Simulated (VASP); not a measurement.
# Ca (Fm-3m) in VASP: a series of runs

Ca is run at these levels: PBE, PBE0; tasks: single point.

Program: VASP 6.6.1. These are calculated values, not measurements. Logs are shortened: lines on timing, memory, paths and dates and some standing lists are left out, and cuts for length are marked.

## 1. The cell of the first run

The structure is cubic, space group Fm-3m (No. 225). The conventional cell has a = 5.525 Å, b = 5.525 Å, c = 5.525 Å, α = 90.00°, β = 90.00°, γ = 90.00°. Ca (site symmetry m-3m) has 12 Ca at 3.91 Å within 5.1 Å.

## 2. Single point, PBE

INCAR reads:

```
  PREC = Accurate
  ENCUT = 520
  EDIFF = 1E-6
  ISMEAR = -1
  SIGMA = 0.2
  LREAL = False
  LASPH = True
  NELM = 60
  ALGO = Normal
  ISIF = 2
  LWAVE = False
  LCHARG = False
  GGA = PE
  NBANDS = 11
```

KPOINTS reads:

```
regular mesh
0
Gamma
  10 10 10
```

POSCAR reads:

```
Ca
1.0
    0.0000000000      2.7627089163      2.7627089163
    2.7627089163      0.0000000000      2.7627089163
    2.7627089163      2.7627089163      0.0000000000
Ca
1
Direct
    0.0000000000      0.0000000000      0.0000000000
```

Potentials or basis: VASP PAW PBE potentials, release 64 (Ca_sv).

The run is started by

```bash
> cat potpaw_PBE.64/Ca_sv/POTCAR > POTCAR
> mpirun -np 1 vasp_std > vasp.out
```

OUTCAR:

```text
PREC = Accurate
   ENCUT = 520
   EDIFF = 1E-6
   ISMEAR = -1
   LREAL = False
   LASPH = True
   NELM = 60
   ISIF = 2
   GGA = PE

 ion  position               nearest neighbor table
   1  0.000  0.000  0.000-

  LATTYP: Found a face centered cubic cell.
 ALAT       =     5.5254178326

  Lattice vectors:

 A1 = (   0.0000000000,   2.7627089163,   2.7627089163)
 A2 = (   2.7627089163,   0.0000000000,   2.7627089163)
 A3 = (   2.7627089163,   2.7627089163,   0.0000000000)

Analysis of symmetry for initial positions (statically):
=====================================================================
 Subroutine PRICEL returns:
 Original cell was already a primitive cell.

 Routine SETGRP: Setting up the symmetry group for a
 face centered cubic supercell.

 Subroutine GETGRP returns: Found 48 space group operations
 (whereof 48 operations were pure point group operations)
 out of a pool of 48 trial point group operations.

The static configuration has the point symmetry O_h .

Analysis of symmetry for dynamics (positions and initial velocities):
=====================================================================
 Subroutine PRICEL returns:
 Original cell was already a primitive cell.

 Routine SETGRP: Setting up the symmetry group for a
 face centered cubic supercell.

 Subroutine GETGRP returns: Found 48 space group operations
 (whereof 48 operations were pure point group operations)
 out of a pool of 48 trial point group operations.

The dynamic configuration has the point symmetry O_h .

 Subroutine INISYM returns: Found 48 space group operations
 (whereof 48 operations are pure point group operations),
 and found     1 'primitive' translations

----------------------------------------------------------------------------------------

                                     Primitive cell

  volume of cell :      42.1731

  direct lattice vectors                    reciprocal lattice vectors
     0.000000000  2.762708916  2.762708916    -0.180981788  0.180981788  0.180981788
     2.762708916  0.000000000  2.762708916     0.180981788 -0.180981788  0.180981788
     2.762708916  2.762708916  0.000000000     0.180981788  0.180981788 -0.180981788

  length of vectors
     3.907060418  3.907060418  3.907060418     0.313469652  0.313469652  0.313469652

  position of ions in fractional coordinates (direct lattice)
     0.000000000  0.000000000  0.000000000

  ion indices of the primitive-cell ions
   primitive index   ion index
                 1           1

----------------------------------------------------------------------------------------

 KPOINTS: regular mesh

Automatic generation of k-mesh.
 Grid dimensions read from file:
 generate k-points for:   10   10   10

 Generating k-lattice:

  Cartesian coordinates                     Fractional coordinates (reciprocal lattice)
    -0.018098179  0.018098179  0.018098179     0.100000000  0.000000000  0.000000000
     0.018098179 -0.018098179  0.018098179     0.000000000  0.100000000  0.000000000
     0.018098179  0.018098179 -0.018098179     0.000000000  0.000000000  0.100000000

  Length of vectors
     0.031346965  0.031346965  0.031346965

  Shift w.r.t. Gamma in fractional coordinates (k-lattice)
     0.000000000  0.000000000  0.000000000

 Subroutine IBZKPT returns following result:
 ===========================================

 Found     47 irreducible k-points:

 Following reciprocal coordinates:
            Coordinates               Weight
  0.000000  0.000000  0.000000      1.000000
  0.100000  0.000000  0.000000      8.000000
  0.200000  0.000000  0.000000      8.000000
  0.300000  0.000000  0.000000      8.000000
  0.400000  0.000000  0.000000      8.000000
  0.500000  0.000000  0.000000      4.000000
[... 16 lines left out ...]
  0.300000  0.300000  0.000000      6.000000
  0.400000  0.300000  0.000000     24.000000
 [... further k-points ...]
   k-points           NKPTS =     47   k-points in BZ     NKDIM =     47   number of bands    NBANDS=     11
   number of dos      NEDOS =    301   number of ions     NIONS =      1
   total plane-waves  NPLWV =  27000
   dimension x,y,z NGX =    30 NGY =   30 NGZ =   30
   dimension x,y,z NGXF=    60 NGYF=   60 NGZF=   60
   ions per type =               1
   NGX,Y,Z   is equivalent  to a cutoff of  12.77, 12.77, 12.77 a.u.
   NGXF,Y,Z  is equivalent  to a cutoff of  25.53, 25.53, 25.53 a.u.
 SYSTEM =  unknown system
   PREC   = accura    normal or accurate (medium, high low for compatibility)
   ISTART =      0    job   : 0-new  1-cont  2-samecut
   ICHARG =      2    charge: 1-file 2-atom 10-const
   ISPIN  =      1    spin polarized calculation?
   LNONCOLLINEAR =      F non collinear calculations
   LSORBIT =      F    spin-orbit coupling
   LASPH  =      T    aspherical Exc in radial PAW
   ENCUT  =  520.0 eV  38.22 Ry    6.18 a.u.   7.26  7.26  7.26*2*pi/ulx,y,z
   NELM   =     60;   NELMIN=  2; NELMDL= -5     # of ELM steps
   EDIFF  = 0.1E-05   stopping-criterion for ELM
   LREAL  =      F    real-space projection
   EDIFFG = 0.1E-04   stopping-criterion for IOM
   NSW    =      0    number of steps for IOM
   IBRION =     -1    ionic relax: 0-MD 1-quasi-New 2-CG
   NFREE  =      0    steps in history (QN), initial steepest desc. (CG)
   ISIF   =      2    stress and relaxation
   ISYM   =      2    0-nonsym 1-usesym 2-fastsym
   POTIM  = 0.5000    time-step for ionic-motion
   TEBEG  =    0.0;   TEEND  =   0.0 temperature during run
   PSTRESS=    0.0 pullay stress
   NELECT =      10.0000    total number of electrons
   NUPDOWN=      -1.0000    fix difference up-down
   EMIN   =  10.00;   EMAX   =-10.00  energy-range for DOS
   EFERMI =   0.00;   METHOD = LEGACY
   ISMEAR =    -1;   SIGMA  =   0.20  broadening in eV -4-tet -1-fermi 0-gaus
   EFERMI_NEDOS =   21; number of points for ismear=-14 and -15
   IALGO  =     38    algorithm
   IMIX   =      4    mixing-type and parameters
     AMIX     =   0.40;   BMIX     =  1.00
     AMIX_MAG =   1.60;   BMIX_MAG =  1.00
  volume/ion in A,a.u.               =      42.17       284.60
  Fermi-wavevector in a.u.,A,eV,Ry     =   1.013281  1.914823 13.969611  1.026737
  Thomas-Fermi vector in A             =   2.146440
   LORBIT       =      0    0 simple, 1 ext, 2 COOP (PROOUT), +10 PAW based schemes
   GGA     = PE    functional components
   LHFCALC =     F    Hartree Fock is set to
   AEXX    =    0.0000 exact exchange contribution
   IVDW    =     0    specifies the selected vdW correction
   LEPSILON=     F    determine dielectric tensor
   LRPA    =     F    only Hartree local field effects (RPA)
 non-spin polarized calculation
  energy-cutoff  :      520.00
  volume of cell :       42.17
 maximum number of plane-waves:      1158
 NGX is ok and might be reduce to    30
   NGX = 15   NGY = 15   NGZ = 15

 number of electron      10.0000001 magnetization

 Free energy of the ion-electron system (eV)
  ---------------------------------------------------
  ext. energy  EPLUGINS =         0.00000000
  ---------------------------------------------------
  free energy    TOTEN  =        -2.01076176 eV

  energy without entropy =       -1.85159267  energy(sigma->0) =       -1.93117721

 E-fermi :   1.9439     XC(G=0):  -7.7331

 val. band max:        1.9328991782   @ k =   0.5000   0.1000   0.0000
 cond. band min:       1.9658391738   @ k =  -0.4000   0.3000   0.0000
 fundamental gap:      0.0329399956
 Fermi energy:         1.9438884715

 k-point     1 :       0.0000    0.0000    0.0000
  band No.  band energies     occupation
      1     -40.0094      2.00000
      2     -20.9293      2.00000
      3     -20.9293      2.00000
      4     -20.9293      2.00000
      5      -2.0613      2.00000
      6       4.3234      0.00001
      7       4.3234      0.00001
      8       4.3234      0.00001
      9       5.4017      0.00000
     10       5.4017      0.00000
     11      11.0820      0.00000

 k-point     2 :       0.1000    0.0000    0.0000
  band No.  band energies     occupation
      1     -40.0081      2.00000
      2     -20.9428      2.00000
      3     -20.9311      2.00000
      4     -20.9311      2.00000
      5      -1.8905      2.00000
      6       4.1405      0.00003
      7       4.3860      0.00001
      8       4.3860      0.00001
      9       5.3486      0.00000
     10       5.3486      0.00000
     11      11.2578      0.00000

 k-point     3 :       0.2000    0.0000    0.0000
  band No.  band energies     occupation
      1     -40.0047      2.00000
      2     -20.9779      2.00000
      3     -20.9359      2.00000
      4     -20.9359      2.00000
      5      -1.3950      2.00000
      6       3.6827      0.00034
      7       4.4746      0.00001
      8       4.4746      0.00001
      9       5.3246      0.00000
     10       5.3246      0.00000
     11      10.1459      0.00000

 k-point     4 :       0.3000    0.0000    0.0000
  band No.  band energies     occupation
      1     -40.0005      2.00000
      2     -21.0208      2.00000
      3     -20.9419      2.00000
      4     -20.9419      2.00000
      5      -0.6287      1.99999
      6       3.0833      0.00669
      7       4.4011      0.00001
      8       4.4011      0.00001
      9       5.5639      0.00000
     10       5.5639      0.00000
     11       8.6667      0.00000
[... 239 lines left out ...]
 k-point    22 :      -0.2000    0.2000    0.0000
  band No.  band energies     occupation
      1     -39.9990      2.00000
      2     -21.0141      2.00000
      3     -20.9680      2.00000
      4     -20.9413      2.00000
      5      -0.3710      1.99998
      6       3.1926      0.00388
      7       3.9123      0.00011
      8       4.7826      0.00000
      9       4.9985      0.00000
     10       6.0303      0.00000
     11       9.1012      0.00000

 k-point    23 :       0.3000    0.3000    0.0000
  band No.  band energies     occupation
      1     -39.9975      2.00000
      2     -21.0166      2.00000
      3     -20.9626      2.00000
      4     -20.9626      2.00000
      5      -0.1895      1.99995
      6       3.0479      0.00798
      7       3.8439      0.00015
      8       5.1745      0.00000
      9       5.1745      0.00000
     10       5.8330      0.00000
     11      10.0181      0.00000

 k-point    24 :       0.4000    0.3000    0.0000
  band No.  band energies     occupation
      1     -39.9948      2.00000
      2     -21.0352      2.00000
      3     -20.9727      2.00000
      4     -20.9684      2.00000
      5       0.4614      1.99879
      6       2.8171      0.02508
      7       3.4736      0.00095
      8       5.2867      0.00000
      9       5.5930      0.00000
     10       6.0388      0.00000
     11       8.6137      0.00000

 [... further k-points ...]
[... 5 lines left out ...]
  --------------------------------------------------------------------------------------
  -------------------------------------------------------------------------------------
  Total        0.0264510      0.0264510      0.0264510      0.0000000     -0.0000000      0.0000000
  in kB        1.0048889      1.0048889      1.0048889      0.0000000     -0.0000000      0.0000000
  external PRESSURE =       1.0048889 kB  Pullay stress =       0.0000000 kB

 VOLUME and BASIS-vectors are now :
 -----------------------------------------------------------------------------
  energy-cutoff  :      520.00
  volume of cell :       42.17
      direct lattice vectors                 reciprocal lattice vectors
     0.000000000  2.762708916  2.762708916    -0.180981788  0.180981788  0.180981788
     2.762708916  0.000000000  2.762708916     0.180981788 -0.180981788  0.180981788
     2.762708916  2.762708916  0.000000000     0.180981788  0.180981788 -0.180981788

 POSITION                                       TOTAL-FORCE (eV/Angst)
 -----------------------------------------------------------------------------------
      0.00000      0.00000      0.00000        -0.000000      0.000000      0.000000
 -----------------------------------------------------------------------------------
    total drift:                               -0.000000     -0.000000      0.000000

  FREE ENERGIE OF THE ION-ELECTRON SYSTEM (eV)
  ---------------------------------------------------
  free  energy   TOTEN  =        -2.0107617619 eV

  energy  without entropy=       -1.8515926660  energy(sigma->0) =       -1.93117721
```

It used 19 s of CPU time on 1 thread of Intel Xeon 6975P-C, with other jobs on the host.

Results:

| Item | Value |
| --- | --- |
| Free energy | -2.0108 eV |
| Pressure | 0.1 GPa |
| Band gap on the k mesh | zero (band 5 reaches 2.08 eV, above the bottom of band 6 at 1.80 eV) |

(Continued in part 2 of 2.)
